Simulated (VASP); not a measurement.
Input of a VASP 6.6.1 run:

File INCAR:

```
SYSTEM = MgB2
PREC = Accurate ; ENCUT = 520
EDIFF = 1E-6 ; ISMEAR = 0
SIGMA = 0.1 ; LREAL = .False.
LASPH = .True. ; NELM = 100
ALGO = Normal ; ISIF = 2
LWAVE = .False. ; LCHARG = .False.
GGA = PE ; NBANDS = 11
```

Contents of KPOINTS:

```
Automatic mesh
0
Gamma
  15 15 12
  0 0 0
```

Contents of POSCAR:

```
MgB2
1.0
    3.1188583598      0.0000000000      0.0000000000
   -1.5594291799      2.7010105704      0.0000000000
    0.0000000000      0.0000000000      3.5000435871
Mg B
1 2
Direct
    0.0000000000      0.0000000000      0.0000000000
    0.6666666667      0.3333333333      0.5000000000
    0.3333333333      0.6666666667      0.5000000000
```

Potentials or basis: VASP PAW PBE potentials, release 64 (Mg, B).

Launch:

```sh
$ cat potpaw_PBE.64/Mg/POTCAR potpaw_PBE.64/B/POTCAR > POTCAR
$ mpirun -np 1 vasp_std > vasp.out
```

(1) Estimate the band gap on the k mesh.

(2) Predict the pressure.

Answers

(1) zero (band 4 reaches 7.02 eV, above the bottom of band 5 at 3.14 eV).

(2) -4.2 GPa.

Caveat: the cell differs from its parent crystal (biaxial strain in the a-b plane: +1.5 %).
